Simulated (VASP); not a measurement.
# CFH3 in VASP: single point with PBE+D3(BJ)

Aim: the single point of CFH3 with PBE+D3(BJ).

Program: VASP 6.6.1. These are calculated values, not measurements. Logs are shortened: lines on timing, memory, paths and dates and some standing lists are left out, and cuts for length are marked.

## Step 1: The cell of the first run

The cell holds a molecule in a box, 5 atoms: a = 14.000 Å, b = 14.500 Å, c = 15.000 Å, α = 90.00°, β = 90.00°, γ = 90.00°.

## Step 2: Single point, PBE+D3(BJ)

The input, INCAR:

```
  PREC = Accurate
  ENCUT = 520
  EDIFF = 1E-6
  ISMEAR = 0
  SIGMA = 0.005
  LREAL = False
  LASPH = True
  NELM = 80
  ALGO = Normal
  ISIF = 2
  LWAVE = False
  LCHARG = True
  GGA = PE
  IVDW = 12
  LELF = True
  LVHAR = True
  ISYM = 0
  NBANDS = 15
```

The input, KPOINTS:

```
Automatic mesh
0
Gamma
  1 1 1
```

The input, POSCAR:

```
H3CF
1.0
   14.0000000000      0.0000000000      0.0000000000
    0.0000000000     14.5000000000      0.0000000000
    0.0000000000      0.0000000000     15.0000000000
C F H
1 1 3
Direct
    0.4711781940      0.4890231142      0.4849573310
    0.5691092279      0.4748731797      0.4739472465
    0.4529631368      0.4790888141      0.5555420397
    0.4536642859      0.5596775803      0.4641909761
    0.4323036511      0.4390820919      0.4435264828
```

Potentials or basis: VASP PAW PBE potentials, release 64 (C, F, H).

Launch:

```bash
cat potpaw_PBE.64/C/POTCAR potpaw_PBE.64/F/POTCAR potpaw_PBE.64/H/POTCAR > POTCAR
mpirun -np 1 vasp_gam > vasp.out
```

OUTCAR:

```text
PREC = Accurate
   ENCUT = 520
   EDIFF = 1E-6
   ISMEAR = 0
   LREAL = False
   LASPH = True
   NELM = 80
   ISIF = 2
   GGA = PE
   IVDW = 12
   ISYM = 0
 IVDW          = 12

 ion  position               nearest neighbor table
   1  0.471  0.489  0.485-   4 1.10   3 1.10   5 1.10   2 1.40
   2  0.569  0.475  0.474-   1 1.40
   3  0.453  0.479  0.556-   1 1.10
   4  0.454  0.560  0.464-   1 1.10
   5  0.432  0.439  0.444-   1 1.10

IMPORTANT INFORMATION: All symmetrisations will be switched off!
NOSYMM: (Re-)initialisation of all symmetry stuff for point group C_1.

----------------------------------------------------------------------------------------

                                     Primitive cell

  volume of cell :    3045.0000

  direct lattice vectors                    reciprocal lattice vectors
    14.000000000  0.000000000  0.000000000     0.071428571  0.000000000  0.000000000
     0.000000000 14.500000000  0.000000000     0.000000000  0.068965517  0.000000000
     0.000000000  0.000000000 15.000000000     0.000000000  0.000000000  0.066666667

  length of vectors
    14.000000000 14.500000000 15.000000000     0.071428571  0.068965517  0.066666667

  position of ions in fractional coordinates (direct lattice)
     0.471178194  0.489023114  0.484957331
     0.569109228  0.474873180  0.473947247
     0.452963137  0.479088814  0.555542040
     0.453664286  0.559677580  0.464190976
     0.432303651  0.439082092  0.443526483

  ion indices of the primitive-cell ions
   primitive index   ion index
                 1           1
                 2           2
                 3           3
                 4           4
                 5           5

----------------------------------------------------------------------------------------

 KPOINTS: Automatic mesh

Automatic generation of k-mesh.
 Grid dimensions read from file:
 generate k-points for:    1    1    1

 Generating k-lattice:

  Cartesian coordinates                     Fractional coordinates (reciprocal lattice)
     0.071428571  0.000000000  0.000000000     1.000000000  0.000000000  0.000000000
     0.000000000  0.068965517  0.000000000     0.000000000  1.000000000  0.000000000
     0.000000000  0.000000000  0.066666667     0.000000000  0.000000000  1.000000000

  Length of vectors
     0.071428571  0.068965517  0.066666667

  Shift w.r.t. Gamma in fractional coordinates (k-lattice)
     0.000000000  0.000000000  0.000000000

 Subroutine IBZKPT returns following result:
 ===========================================

 Found      1 irreducible k-points:

 Following reciprocal coordinates:
            Coordinates               Weight
  0.000000  0.000000  0.000000      1.000000
   k-points           NKPTS =      1   k-points in BZ     NKDIM =      1   number of bands    NBANDS=     15
   number of dos      NEDOS =    301   number of ions     NIONS =      5
   total plane-waves  NPLWV = ******
   dimension x,y,z NGX =   108 NGY =  108 NGZ =  112
   dimension x,y,z NGXF=   216 NGYF=  216 NGZF=  224
   ions per type =               1   1   3
   NGX,Y,Z   is equivalent  to a cutoff of  12.82, 12.38, 12.41 a.u.
   NGXF,Y,Z  is equivalent  to a cutoff of  25.65, 24.76, 24.83 a.u.
 SYSTEM =  unknown system
   PREC   = accura    normal or accurate (medium, high low for compatibility)
   ISTART =      0    job   : 0-new  1-cont  2-samecut
   ICHARG =      2    charge: 1-file 2-atom 10-const
   ISPIN  =      1    spin polarized calculation?
   LNONCOLLINEAR =      F non collinear calculations
   LSORBIT =      F    spin-orbit coupling
   LASPH  =      T    aspherical Exc in radial PAW
   ENCUT  =  520.0 eV  38.22 Ry    6.18 a.u.  26.03 26.96 27.89*2*pi/ulx,y,z
   NELM   =     80;   NELMIN=  2; NELMDL= -5     # of ELM steps
   EDIFF  = 0.1E-05   stopping-criterion for ELM
   LREAL  =      F    real-space projection
   EDIFFG = 0.1E-04   stopping-criterion for IOM
   NSW    =      0    number of steps for IOM
   IBRION =     -1    ionic relax: 0-MD 1-quasi-New 2-CG
   NFREE  =      0    steps in history (QN), initial steepest desc. (CG)
   ISIF   =      2    stress and relaxation
   ISYM   =      0    0-nonsym 1-usesym 2-fastsym
   POTIM  = 0.5000    time-step for ionic-motion
   TEBEG  =    0.0;   TEEND  =   0.0 temperature during run
   PSTRESS=    0.0 pullay stress
   NELECT =      14.0000    total number of electrons
   NUPDOWN=      -1.0000    fix difference up-down
   EMIN   =  10.00;   EMAX   =-10.00  energy-range for DOS
   EFERMI =   0.00;   METHOD = LEGACY
   ISMEAR =     0;   SIGMA  =   0.01  broadening in eV -4-tet -1-fermi 0-gaus
   EFERMI_NEDOS =   21; number of points for ismear=-14 and -15
   IALGO  =     38    algorithm
   IMIX   =      4    mixing-type and parameters
     AMIX     =   0.40;   BMIX     =  1.00
     AMIX_MAG =   1.60;   BMIX_MAG =  1.00
  volume/ion in A,a.u.               =     609.00      4109.73
  Fermi-wavevector in a.u.,A,eV,Ry     =   0.272221  0.514423  1.008250  0.074104
  Thomas-Fermi vector in A             =   1.112538
   LORBIT       =      0    0 simple, 1 ext, 2 COOP (PROOUT), +10 PAW based schemes
   GGA     = PE    functional components
   LHFCALC =     F    Hartree Fock is set to
   AEXX    =    0.0000 exact exchange contribution
   IVDW    =    12    specifies the selected vdW correction
   LEPSILON=     F    determine dielectric tensor
   LRPA    =     F    only Hartree local field effects (RPA)
 non-spin polarized calculation
 Gauss-broadening in eV      SIGMA  =   0.01
  energy-cutoff  :      520.00
  volume of cell :     3045.00
 maximum number of plane-waves:     40942
 NGX is ok and might be reduce to   108
   NGX = 53   NGY = 53   NGZ = 55

 number of electron      14.0000003 magnetization

 Free energy of the ion-electron system (eV)
  ---------------------------------------------------
  ext. energy  EPLUGINS =         0.00000000
  ---------------------------------------------------
  free energy    TOTEN  =       -23.96238929 eV

  energy without entropy =      -23.96238929  energy(sigma->0) =      -23.96238929

 E-fermi :  -7.9489     XC(G=0):  -0.2725

 val. band max:       -8.0010231726   @ k =   0.0000   0.0000   0.0000
 cond. band min:      -0.4351264156   @ k =   0.0000   0.0000   0.0000
 fundamental gap:      7.5658967570
 Fermi energy:        -7.9489072410

 k-point     1 :       0.0000    0.0000    0.0000
  band No.  band energies     occupation
      1     -29.6754      2.00000
      2     -17.2099      2.00000
      3     -11.8572      2.00000
      4     -11.5362      2.00000
      5     -11.5361      2.00000
      6      -8.0011      2.00000
      7      -8.0010      2.00000
      8      -0.4351      0.00000
      9       0.0425      0.00000
     10       0.2673      0.00000
     11       0.4320      0.00000
     12       0.4623      0.00000
     13       0.6619      0.00000
     14       0.7302      0.00000
     15       0.9289      0.00000

------------------------ aborting loop because EDIFF is reached ----------------------------------------

 Edisp (eV)   -0.03520

 E8    (eV) :    -0.0090

  FORCE on cell =-STRESS in cart. coord.  units (eV):
  Direction    XX          YY          ZZ          XY          YZ          ZX
  --------------------------------------------------------------------------------------
  -------------------------------------------------------------------------------------
  Total       0.33754    -0.06452    -0.06739    -0.06309     0.00705    -0.05060
  in kB       0.17760    -0.03395    -0.03546    -0.03320     0.00371    -0.02663
  external pressure =        0.04 kB  Pullay stress =        0.00 kB

 VOLUME and BASIS-vectors are now :
 -----------------------------------------------------------------------------
  energy-cutoff  :      520.00
  volume of cell :     3045.00
      direct lattice vectors                 reciprocal lattice vectors
    14.000000000  0.000000000  0.000000000     0.071428571  0.000000000  0.000000000
     0.000000000 14.500000000  0.000000000     0.000000000  0.068965517  0.000000000
     0.000000000  0.000000000 15.000000000     0.000000000  0.000000000  0.066666667

 POSITION                                       TOTAL-FORCE (eV/Angst)
 -----------------------------------------------------------------------------------
      6.59649      7.09084      7.27436        -0.303939      0.045037      0.036358
      7.96753      6.88566      7.10921         0.317460     -0.048005     -0.037435
      6.34148      6.94679      8.33313        -0.003212     -0.002163      0.015177
      6.35130      8.11532      6.96286        -0.003155      0.015505     -0.005146
      6.05225      6.36669      6.65290        -0.007153     -0.010375     -0.008953
 -----------------------------------------------------------------------------------
    total drift:                               -0.000235     -0.000720      0.001448

  FREE ENERGIE OF THE ION-ELECTRON SYSTEM (eV)
  ---------------------------------------------------
  free  energy   TOTEN  =       -23.9975863712 eV

  energy  without entropy=      -23.9975863712  energy(sigma->0) =      -23.99758637
```

OSZICAR:

```text
N       E                     dE             d eps       ncg     rms          rms(c)
DAV:   1     0.968016561424E+02    0.96802E+02   -0.34941E+03    46   0.477E+02
DAV:   2    -0.111318592380E+02   -0.10793E+03   -0.10745E+03    53   0.117E+02
DAV:   3    -0.259612834711E+02   -0.14829E+02   -0.14804E+02    52   0.594E+01
[... 16 lines left out ...]
DAV:  20    -0.239623799367E+02   -0.13028E-04   -0.30853E-07    37   0.336E-03    0.913E-04
DAV:  21    -0.239623856677E+02   -0.57309E-05   -0.30016E-07    30   0.386E-03    0.748E-04
DAV:  22    -0.239623870939E+02   -0.14263E-05   -0.12221E-08    44   0.880E-04    0.556E-04
DAV:  23    -0.239623891037E+02   -0.20098E-05   -0.10544E-07    30   0.226E-03    0.385E-04
DAV:  24    -0.239623892914E+02   -0.18768E-06   -0.41405E-09    37   0.647E-04
   1 F= -.23997586E+02 E0= -.23997586E+02  d E =-.329872E-49
```

Wall time 4.7 min (1 thread of Intel Xeon Platinum 8259CL at 2.50GHz (Skylake/Cascade Lake), shared host); peak memory 1.8 GiB.

Results:

```yaml
Free_energy: -23.9976 eV
Largest_force: 0.323 eV/Å
Gap_between_the_frontier_levels: 7.57 eV
Dispersion_energy_per_atom: -0.007 eV
```

Forces in eV/Å, atoms in the order of the input:
```
C   -0.304  0.045  0.036
F    0.317 -0.048 -0.037
H   -0.003 -0.002  0.015
H   -0.003  0.016 -0.005
H   -0.007 -0.010 -0.009
```
